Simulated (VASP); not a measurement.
A run of VASP 6.6.1 is set up as follows.

File INCAR:

```
SYSTEM = Na2H
ALGO = Normal
EDIFF = 1E-7
EDIFFG = -0.04
ENCUT = 970
GGA = PE
GGA_COMPAT = .False.
IBRION = 2
ISIF = 3
ISMEAR = 0
LASPH = .True.
LCHARG = .False.
LREAL = .False.
LWAVE = .False.
NELM = 120
NELMIN = 4
NSW = 90
PREC = Accurate
SIGMA = 0.1
```

Contents of KPOINTS:

```
k-points
0
Gamma
  6 6 8
  0 0 0
```

Contents of POSCAR:

```
Na2H
1.0
    2.1026386200     -3.6418769300      0.0000000000
    2.1026386200      3.6418769300      0.0000000000
    0.0000000000      0.0000000000      2.1582207500
Na H
2 1
Direct
    0.0000000000      0.5000000000      0.0000000000
    0.5000000000      0.0000000000      0.0000000000
    0.5000000000      0.5000000000      0.0000000000
```

Potentials or basis: VASP PAW PBE potentials, release 64 (Na_sv, H).

The run is started by

```sh
$ cat potpaw_PBE.64/Na_sv/POTCAR potpaw_PBE.64/H/POTCAR > POTCAR
$ mpirun -np 1 vasp_std > vasp.out
```

What does it give for the space group after relaxing (to 0.1 Å)?

Cmmm (No. 65).

Estimate the relaxed cell.

a = 4.283 Å, b = 4.283 Å, c = 2.778 Å, α = 90.00°, β = 90.00°, γ = 98.78°.

What does it give for the relaxed volume?

16.79 Å³/atom.

Final structure:
```
CELL_PARAMETERS angstrom
2.78771 -3.25128 0.00000
2.78771 3.25128 0.00000
0.00000 0.00000 2.77813
ATOMIC_POSITIONS crystal
Na 0.00000 0.50000 0.00000
Na 0.50000 0.00000 0.00000
H 0.50000 0.50000 0.00000
```

Caveat: the k points lie up to 0.28 Å⁻¹ apart in the final cell, too coarse for converged energies and pressures of a metal; the volume moved by over 15 % at a fixed basis, so the end points are rough.
